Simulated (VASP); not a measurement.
Write the native input for VASP 6.6.1 that does the following.

* Task: single point
* Functional: PBE
* Dispersion: D3(BJ)
* Potentials or basis: VASP PAW PBE potentials, release 64 (W_sv, S)
* Cutoff: 520 eV
* k mesh: 12 × 12 × 4
* Occupations: gaussian, width 0.02 eV
* Spin: no spin polarisation
* Dipole correction: no
* Further INCAR settings: ALGO = Normal; EDIFF = 1e-06; NBANDS = 35

The structure of WS2 lies in POSCAR:

```
WS2
1.0
    3.1731105919      0.0000000000      0.0000000000
   -1.5865552960      2.7479943816      0.0000000000
    0.0000000000      0.0000000000     12.7106787064
W S
2 4
Direct
    0.3333333333      0.6666666667      0.7500000000
    0.6666666667      0.3333333333      0.2500000000
    0.3333333333      0.6666666667      0.1262604314
    0.6666666667      0.3333333333      0.6262604314
    0.3333333333      0.6666666667      0.3737395686
    0.6666666667      0.3333333333      0.8737395686
```

This cell differs from its parent crystal: volume scaled by 1.06, then relaxed in part.

These files were run (other wordings do the same):

INCAR

```
PREC     = Accurate       # precision mode
ENCUT    = 520            # plane-wave cutoff, eV
EDIFF    = 1E-6           # SCF threshold, eV
ISMEAR   = 0              # smearing method
SIGMA    = 0.02           # smearing width, eV
LREAL    = False          # projectors in reciprocal space
LASPH    = True           # aspherical terms in the spheres
NELM     = 60             # most SCF steps
ALGO     = Normal         # electronic algorithm
ISIF     = 2              # what is computed and relaxed
LWAVE    = False          # write WAVECAR
LCHARG   = True           # write CHGCAR
GGA      = PE             # functional
IVDW     = 12             # dispersion correction
LELF     = True           # ELF
LVHAR    = True         
NBANDS   = 35             # bands
```

KPOINTS

```
regular mesh
0
Gamma
  12 12 4
```

Potentials or basis: VASP PAW PBE potentials, release 64 (W_sv, S).

Run with:

```bash
$ cat potpaw_PBE.64/W_sv/POTCAR potpaw_PBE.64/S/POTCAR > POTCAR
$ mpirun -np 1 vasp_std > vasp.out
```

Results of the run:

The pressure is -2.0 GPa and the band gap on the k mesh is 1.14 eV, indirect (least direct gap 1.80 eV). The dispersion energy per atom is -0.409 eV.

Caveat: spin-orbit coupling is left out, which moves the levels of the heavy elements.

It took 2.3 min on 1 thread of Intel(R) Xeon(R) Platinum 8488C (Sapphire Rapids) (shared host), peak memory 0.33 GiB.
